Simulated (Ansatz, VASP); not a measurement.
One calculation of NiO2, two programs

The input INCAR:

```
SYSTEM = NiO2
PREC = Accurate ; ENCUT = 520
EDIFF = 1E-6 ; ISMEAR = 0
SIGMA = 0.05 ; LREAL = .False.
LASPH = .True. ; NELM = 80
ALGO = Normal ; ISIF = 2
LWAVE = .False. ; LCHARG = .False.
GGA = PS ; NBANDS = 18
```

The input KPOINTS:

```
regular mesh
0
Gamma
  12 12 6
  0 0 0
```

Contents of POSCAR:

```
NiO2
1.0
    2.7304424938      0.0000000000      0.0000000000
   -1.3652212469      2.3646325632      0.0000000000
    0.0000000000      0.0000000000      5.1695467736
Ni O
1 2
Direct
    0.0000000000      0.0000000000      0.5000000000
    0.6666666667      0.3333333333      0.7002287663
    0.3333333333      0.6666666667      0.2997712337
```

Input for Ansatz:

```yaml
crystal:
  lattice:
    - [2.7304424938, 0.0, 0.0]
    - [-1.3652212469, 2.3646325632, 0.0]
    - [0.0, 0.0, 5.1695467736]
  atoms:
    - { symbol: Ni, position: [0.0, 0.0, 0.5] }
    - { symbol: O, position: [0.6666666667, 0.3333333333, 0.7002287663] }
    - { symbol: O, position: [0.3333333333, 0.6666666667, 0.2997712337] }
basis:
  ecutwfc: 520.0
kpoints:
  mp_grid: { grid: [12, 12, 6] }
hamiltonian:
  xc: pbesol
scf:
  occupations: { method: gaussian, width: 0.05 }
output:
  forces: true
  stress: true
  eigenvalues: true
  write_density: true
  write_potential: true
  elf: true
  volumetric_format: npy
```

Alike in both runs: task single point; functional PBEsol; k mesh 12 × 12 × 6; occupations gaussian, width 0.05 eV; no spin polarisation.

|  | VASP | Ansatz |
| --- | --- | --- |
| version | VASP 6.6.1 | Ansatz 0.2.0 |
| potentials or method | VASP PAW PBE potentials, release 64 (Ni, O), cutoff 520 eV | scalar-relativistic, plane waves, PAW |
| valence electrons in the cell | 22 | 30 |

```csv
,VASP,Ansatz,Ansatz less VASP
gap on the k mesh at the Fermi level (eV),1.10,1.13,+0.025
least direct gap on the mesh (eV),1.22,1.24,+0.018
pressure (GPa),-4.6,-5.3,-0.69
"traceless stress, the component that is largest in VASP (GPa)",-8.78,-8.76,+0.024
rms of the force components (eV/Å),0.628,0.666,+0.0385
```

VASP's potentials were made for PBE, not for PBEsol. Atom by atom the forces differ by 0.039 eV/Å (rms over components). VASP's potentials hold 22 valence electrons a cell and Ansatz's 30, so a difference there can come from the potentials and not from the codes.
